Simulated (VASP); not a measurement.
HfGe3W2:

```
Hf Ge W
1.0
     3.78852    0.00000    0.00000
     0.00000    3.78852    0.00000
     0.00000    0.00000    8.85259
Hf Ge W
1 3 2
Cartesian
  0.0000 0.0000 4.4263
  1.8943 1.8943 6.6495
  1.8943 1.8943 2.2030
  1.8943 1.8943 0.0000
  0.0000 0.0000 0.0000
  1.8943 1.8943 4.4263
```

The cell was generated, and may not be a known phase.

| Item | Value |
| --- | --- |
| Program | VASP 6.6.1 |
| Task | relaxation of cell and atoms |
| Functional | PBE |
| Potentials or basis | VASP PAW PBE potentials, release 64 (Hf_pv, Ge_d, W_sv) |
| Cutoff | 600 eV |
| k mesh | 4 × 4 × 2 |
| Occupations | gaussian, width 0.1 eV |
| Spin | no spin polarisation |

At the start: pressure 8.5 GPa; volume 21.18 Å³/atom.

**Question.** How do energy, volume and symmetry change on relaxing?

**Answer.** Over 9 steps the energy falls by 244.8 meV/atom and the volume is 22.63 Å³/atom (+6.8 %); space group P4/mmm (No. 123, to 0.1 Å) before and after.

Step by step:
| step | energy change (eV) | largest force (eV/Å) | pressure (GPa) | volume (Å³) |
| --- | --- | --- | --- | --- |
| 1 | 0.0000 | 1.3928 | 8.55 | 127.06 |
| 2 | -0.6024 | 1.2937 | -5.30 | 146.31 |
| 3 | -1.2746 | 1.4092 | -2.17 | 136.98 |
| 4 | -1.2760 | 1.4029 | -2.01 | 136.73 |
| 5 | -1.2762 | 1.3967 | -1.88 | 136.55 |
| 6 | -1.4143 | 0.6832 | 1.48 | 132.66 |
| 7 | -1.4149 | 0.6181 | 1.84 | 132.32 |
| 8 | -1.4679 | 0.0638 | 0.22 | 135.37 |
| 9 | -1.4685 | 0.0099 | 0.02 | 135.76 |

Final structure:
```xyz
6
Lattice="3.6899 0.0000 0.0000 0.0000 3.6899 0.0000 0.0000 0.0000 9.9711" Properties=species:S:1:pos:R:3 pbc="T T T"
Hf    0.0000    0.0000    4.9855
Ge    1.8450    1.8450    7.4135
Ge    1.8450    1.8450    2.5576
Ge    1.8450    1.8450    0.0000
W     0.0000    0.0000    0.0000
W     1.8450    1.8450    4.9855
```

Caveat: the k points lie up to 0.43 Å⁻¹ apart in the final cell, too coarse for converged energies and pressures of a metal.
